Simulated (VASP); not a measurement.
Write the native input for VASP 6.6.1 that does the following.

```
Task                   : relaxation of cell and atoms
Functional             : PBEsol
Potentials or basis    : VASP PAW PBE potentials, release 64 (Mg, O)
Cutoff                 : 600 eV
k mesh                 : 4 × 4 × 4
Occupations            : gaussian, width 0.02 eV
Spin                   : no spin polarisation
Dipole correction      : no
Further INCAR settings : ALGO = Normal; EDIFF = 1e-07; IBRION = 2; EDIFFG = -0.005; NSW = 100; ISIF = 3
```

The structure of MgO lies in POSCAR:

```
MgO
1.0
    5.6405780000      0.0000000000      0.0000000000
    0.0000000000      5.6405780000      0.0000000000
    0.0000000000      0.0000000000      5.6405780000
Mg O
6 6
Direct
    0.2500000000      0.0000000000      0.5000000000
    0.0000000000      0.5000000000      0.2500000000
    0.5000000000      0.7500000000      0.0000000000
    0.7500000000      0.0000000000      0.5000000000
    0.0000000000      0.5000000000      0.7500000000
    0.5000000000      0.2500000000      0.0000000000
    0.2500000000      0.5000000000      0.0000000000
    0.5000000000      0.0000000000      0.2500000000
    0.0000000000      0.7500000000      0.5000000000
    0.7500000000      0.5000000000      0.0000000000
    0.5000000000      0.0000000000      0.7500000000
    0.0000000000      0.2500000000      0.5000000000
```

These files were run (other wordings do the same):

INCAR

```
SYSTEM = MgO
PREC = Accurate
ENCUT = 600
EDIFF = 1E-7
ISMEAR = 0
SIGMA = 0.02
LREAL = .False.
LASPH = .True.
NELM = 100
ALGO = Normal
ISIF = 3
LWAVE = .False.
LCHARG = .False.
GGA = PS
IBRION = 2
NSW = 100
EDIFFG = -0.005
```

KPOINTS

```
Automatic mesh
0
Gamma
  4 4 4
  0 0 0
```

Potentials or basis: VASP PAW PBE potentials, release 64 (Mg, O).

Command:

```sh
$ cat potpaw_PBE.64/Mg/POTCAR potpaw_PBE.64/O/POTCAR > POTCAR
$ mpirun -np 1 vasp_std > vasp.out
```

Results of the run:

- Relaxed volume: 14.51 Å³/atom
- Relaxed cell: a = 5.584 Å, b = 5.584 Å, c = 5.584 Å, α = 90.00°, β = 90.00°, γ = 90.00°
- Space group after relaxing (to 0.05 Å): Pm-3n (No. 223)
- Energy gained by relaxing: 4.0 meV/atom
- Ionic steps: 3
- Pressure after relaxing: 0.0 GPa
- Band gap on the k mesh: 2.84 eV, direct

Caveat: the PAW data sets were made with another functional, which shifts forces and pressure a little.

It took 3.6 min on 1 thread of Intel Xeon 6975P-C (shared host), peak memory 0.36 GiB.
